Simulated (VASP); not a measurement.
The system is Sr2TeO.

```
O Te Sr
1.0
     2.06883    1.19444    7.03545
    -2.06883    1.19444    7.03545
     0.00000   -2.38888    7.03545
O Te Sr
1 1 2
Direct
  0.00000 0.00000 0.00000
  0.50000 0.50000 0.50000
  0.26816 0.26816 0.26816
  0.73184 0.73184 0.73184
```

Base run:

```yaml
Program: VASP 6.6.1
Functional: r2SCAN
Potentials_or_basis: VASP PAW PBE potentials, release 64 (O, Te, Sr_sv)
Cutoff: 520 eV
k_mesh: 8 × 8 × 8
Occupations: gaussian, width 0.01 eV
Spin: no spin polarisation
```

Its results: band gap on the k mesh 1.40 eV, indirect (least direct gap 1.64 eV); pressure 0.2 GPa.

The run is repeated on the same cell with these changes: functional from r2SCAN to PBE. What comes out?

Band gap on the k mesh 1.06 eV, indirect (least direct gap 1.15 eV); pressure 0.8 GPa.

r2SCAN gives the wider gap, since meta-GGAs in the generalised Kohn-Sham scheme recover part of the derivative discontinuity.

Caveats: spin-orbit coupling is left out, which moves the levels of the heavy elements; the PAW data sets were made with another functional, which shifts forces and pressure a little (some runs).

A k mesh can miss the band edges.
